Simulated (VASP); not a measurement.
**Pd: relaxation of cell and atoms with revPBE**

The system is Pd.

```
CELL_PARAMETERS angstrom
-1.57228 1.57228 1.57228
1.57228 -1.57228 1.57228
1.57228 1.57228 -1.57228
ATOMIC_POSITIONS crystal
Pd 0.00000 0.00000 0.00000
```

```
Program                : VASP 6.6.1
Task                   : relaxation of cell and atoms
Functional             : revPBE
Potentials or basis    : VASP PAW PBE potentials, release 64 (Pd)
Cutoff                 : 600 eV
k mesh                 : 12 × 12 × 12
Occupations            : fermi-dirac, width 0.05 eV
Spin                   : no spin polarisation
Dipole correction      : no
Further INCAR settings : ALGO = Fast; EDIFF = 1e-06; IBRION = 2; EDIFFG = -0.01; NSW = 60; ISIF = 3
```

The relaxed volume is 15.72 Å³/atom, the relaxed cell is a = 2.733 Å, b = 2.733 Å, c = 2.733 Å, α = 109.47°, β = 109.47°, γ = 109.47° and the space group after relaxing (to 0.05 Å) is Im-3m (No. 229). The energy gained by relaxing is 1.0 meV/atom and the ionic steps are 3. The pressure after relaxing is -0.1 GPa. The band gap on the k mesh is zero (band 5 reaches 9.36 eV, above the bottom of band 6 at 7.85 eV).

The path:
```
step  energy change (eV)  largest force (eV/Å)  pressure (GPa)  volume (Å³)
   1              0.0000                0.0000            1.84        15.55
   2              0.0005                0.0000           -2.05        15.95
   3             -0.0010                0.0000           -0.10        15.72
```

Final structure:
```yaml
crystal:
  lattice:
    - [-1.57815, 1.57815, 1.57815]
    - [1.57815, -1.57815, 1.57815]
    - [1.57815, 1.57815, -1.57815]
  atoms:
    - { symbol: Pd, position: [0.00000, 0.00000, 0.00000] }
```

Levels at points of the mesh, in eV from the Fermi level:
```
           k point  band 3  band 4  band 5  band 6  band 7  band 8
(0.00, 0.00, 0.00)   -2.66   -2.66   -0.86   -0.86   19.26   19.26
(0.50, 0.00, 0.00)   -0.93   -0.65    0.55    1.56    7.48   15.02
(0.50, 0.50, 0.50)    0.20    0.20    0.20    9.07    9.07    9.07
```

Wall time 13 s on 1 thread of AMD EPYC 9R45 96-Core Processor (Zen 5), with other jobs on the host, peak memory 0.12 GiB.

Caveat: the PAW data sets were made with another functional, which shifts forces and pressure a little.
